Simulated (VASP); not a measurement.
# Al2CuSe4 (I-4) in VASP: a series of runs, part 2 of 2

VASP 6.6.1. The steps go on from the part before.

### 3 Relaxation of cell and atoms, PBE

This run uses another cell than the first one, of 23.34 Å³/atom.

Contents of INCAR:

```
SYSTEM = Al2CuSe4
PREC = Accurate
ENCUT = 600
EDIFF = 1E-6
ISMEAR = -1
SIGMA = 0.0125
LREAL = .FALSE.
LASPH = .TRUE.
NELM = 100
ALGO = Normal
ISIF = 3
LWAVE = .FALSE.
LCHARG = .FALSE.
GGA = PE
IBRION = 2
NSW = 100
EDIFFG = -0.03
```

Contents of KPOINTS:

```
regular mesh
0
G
  5 5 5
  0 0 0
```

Contents of POSCAR:

```
Al2CuSe4
1.0
    0.0000000000      5.4842950000      0.0000000000
    5.4842950000      0.0000000000      0.0000000000
    2.7421480000      2.7421480000     -5.4314750000
Cu Al Se
1 2 4
Direct
    0.0000000000      0.0000000000      0.0000000000
    0.7500000000      0.2500000000      0.5000000000
    0.5000000000      0.5000000000      0.0000000000
    0.3800000000      0.3900000000      0.7400000000
    0.6100000000      0.1200000000      0.2600000000
    0.8800000000      0.8700000000      0.7400000000
    0.1300000000      0.6200000000      0.2600000000
```

Potentials or basis: VASP PAW PBE potentials, release 64 (Cu, Al, Se).

Started as:

```console
cat potpaw_PBE.64/Cu/POTCAR potpaw_PBE.64/Al/POTCAR potpaw_PBE.64/Se/POTCAR > POTCAR
mpirun -np 1 vasp_std > vasp.out
```

OUTCAR:

```text
SYSTEM = Al2CuSe4
   PREC = Accurate
   ENCUT = 600
   EDIFF = 1E-6
   ISMEAR = -1
   LREAL = .FALSE.
   LASPH = .TRUE.
   NELM = 100
   ISIF = 3
   GGA = PE
   IBRION = 2
   NSW = 100
   EDIFFG = -0.03

 ion  position               nearest neighbor table
   1  0.000  0.000  0.000-   4 2.43   5 2.43   7 2.43   6 2.43
   2  0.750  0.250  0.500-   7 2.37   6 2.37   4 2.37   5 2.37
   3  0.500  0.500  0.000-   6 2.37   5 2.37   7 2.37   4 2.37
   4  0.380  0.390  0.740-   3 2.37   2 2.37   1 2.43
   5  0.610  0.120  0.260-   3 2.37   2 2.37   1 2.43
   6  0.880  0.870  0.740-   3 2.37   2 2.37   1 2.43
   7  0.130  0.620  0.260-   3 2.37   2 2.37   1 2.43

  LATTYP: Found a body centered tetragonal cell.
 ALAT       =     5.4842950000
 C/A-ratio  =     1.9807377247

  Lattice vectors:

 A1 = (  -2.7421480000,   2.7421470000,   5.4314750000)
 A2 = (   2.7421470000,  -2.7421480000,   5.4314750000)
 A3 = (   2.7421480000,   2.7421480000,  -5.4314750000)

Analysis of symmetry for initial positions (statically):
=====================================================================
 Subroutine PRICEL returns:
 Original cell was already a primitive cell.

 Routine SETGRP: Setting up the symmetry group for a
 body centered tetragonal supercell.

[... 164 lines left out ...]

 number of electron      41.0000001 magnetization

 Free energy of the ion-electron system (eV)
  ---------------------------------------------------
  ext. energy  EPLUGINS =         0.00000000
  ---------------------------------------------------
  free energy    TOTEN  =       -29.37159485 eV

  energy without entropy =      -29.36637664  energy(sigma->0) =      -29.36898575

------------------------ aborting loop because EDIFF is reached ----------------------------------------

  FORCE on cell =-STRESS in cart. coord.  units (eV):
  Direction    XX          YY          ZZ          XY          YZ          ZX
  --------------------------------------------------------------------------------------
  -------------------------------------------------------------------------------------
  Total        3.3725530      3.3725530      2.8245873      0.0000016     -0.0000003     -0.0000003
  in kB       33.0757702     33.0757702     27.7016846      0.0000158     -0.0000026     -0.0000026
  external PRESSURE =      31.2844083 kB  Pullay stress =       0.0000000 kB
[... 274 lines left out ...]
--------------------------------------- Ionic step        8  -------------------------------------------

 number of electron      41.0000007 magnetization

 Free energy of the ion-electron system (eV)
  ---------------------------------------------------
  ext. energy  EPLUGINS =         0.00000000
  ---------------------------------------------------
  free energy    TOTEN  =       -29.49659217 eV

  energy without entropy =      -29.49134416  energy(sigma->0) =      -29.49396817

 E-fermi :   2.6783     XC(G=0):  -8.9604

 val. band max:        2.6564787696   @ k =  -0.2000  -0.4000   0.0000
 cond. band min:       2.6798229498   @ k =   0.4000   0.4000   0.2000
 fundamental gap:      0.0233441802
 Fermi energy:         2.6782763414

 k-point     1 :       0.0000    0.0000    0.0000
  band No.  band energies     occupation
      1     -10.5528      2.00000
      2      -9.2736      2.00000
      3      -9.2736      2.00000
      4      -9.2410      2.00000
      5      -2.9508      2.00000
      6      -1.8119      2.00000
[... 590 lines left out ...]
  FREE ENERGIE OF THE ION-ELECTRON SYSTEM (eV)
  ---------------------------------------------------
  free  energy   TOTEN  =       -29.4965921724 eV

  energy  without entropy=      -29.4913441602  energy(sigma->0) =      -29.49396817

 reached required accuracy - stopping structural energy minimisation
```

CONTCAR:

```text
Al2CuSe4
   1.00000000000000
     0.0000004079675484    5.5645358204767783   -0.0000000017469158
     5.5645358204767783   -0.0000004079675481   -0.0000000017469152
     2.7822686233376142    2.7822682153699909   -5.4527904734656216
  Cu              Al              Se
     1     2     4
Direct
     0.0000000000000000    0.0000000000000000    0.0000000000000000
     0.7500000000000000    0.2500000000000000    0.5000000000000000
     0.5000000000000000    0.5000000000000000    0.0000000000000000
     0.3697505932895729    0.3896265007029693    0.7396499355697829
     0.6103734993000022    0.1094005288621819    0.2603500644242744
     0.8905994711374648    0.8707235637240613    0.7396499355764321
     0.1292764362729673    0.6302494067107803    0.2603500644295107

  0.00000000E+00  0.00000000E+00  0.00000000E+00
  0.00000000E+00  0.00000000E+00  0.00000000E+00
  0.00000000E+00  0.00000000E+00  0.00000000E+00
  0.00000000E+00  0.00000000E+00  0.00000000E+00
  0.00000000E+00  0.00000000E+00  0.00000000E+00
  0.00000000E+00  0.00000000E+00  0.00000000E+00
  0.00000000E+00  0.00000000E+00  0.00000000E+00
```

Wall time 11 min (1 thread of Intel Xeon Platinum 8259CL at 2.50GHz (Skylake/Cascade Lake), shared host); peak memory 0.43 GiB.

What came out:

```yaml
Free_energy: -29.4966 eV
Relaxed_volume: 24.12 Å³/atom
Relaxed_cell: a = 5.565 Å, b = 5.565 Å, c = 6.724 Å, α = 65.56°, β = 65.56°, γ = 90.00°
Space_group_after_relaxing_to_0.1_Å: I-4 (No. 82)
Energy_gained_by_relaxing: 17.9 meV/atom
Ionic_steps: 8
Pressure_after_relaxing: -0.1 GPa
Largest_force_after_relaxing: 0.024 eV/Å
Band_gap_on_the_k_mesh: zero (an odd number of electrons rules out a gap without spin polarisation)
```

Forces in eV/Å, atoms in the order of the input:
```
Cu   0.000  0.000  0.000
Al   0.000  0.000  0.000
Al   0.000  0.000  0.000
Se   0.022  0.005 -0.007
Se   0.005 -0.022  0.007
Se  -0.022 -0.005 -0.007
Se  -0.005  0.022  0.007
```

Step by step:
```
step  energy change (eV)  largest force (eV/Å)  pressure (GPa)  volume (Å³)
   1              0.0000                0.6668            3.13       163.37
   2             -0.0925                0.1556           -1.50       174.38
   3             -0.1059                0.2317           -0.42       171.36
   4             -0.1173                0.1394           -0.24       170.48
   5             -0.1235                0.0565            0.01       169.19
   6             -0.1235                0.0542           -0.01       169.23
   7             -0.1241                0.0423           -0.04       169.13
   8             -0.1250                0.0237           -0.13       168.84
```

Final structure:
```xyz
7
Lattice="0.0000 5.5645 0.0000 5.5645 0.0000 0.0000 2.7823 2.7823 -5.4528" Properties=species:S:1:pos:R:3 pbc="T T T"
Cu    0.0000    0.0000    0.0000
Al    2.7823    5.5645   -2.7264
Al    2.7823    2.7823    0.0000
Se    4.2260    4.1154   -4.0332
Se    1.3331    4.1208   -1.4196
Se    6.9031    7.0137   -4.0332
Se    4.2314    1.4437   -1.4196
```

Levels at points of the mesh, in eV from the Fermi level:
```csv
k point,band 19,band 20,band 21,band 22,band 23,band 24
"(0.00, 0.00, 0.00)",0.20,0.22,0.22,2.34,2.85,3.67
```

With open d or f shells a metallic result of PBE can be an artefact of self-interaction; +U or a hybrid may open a gap.
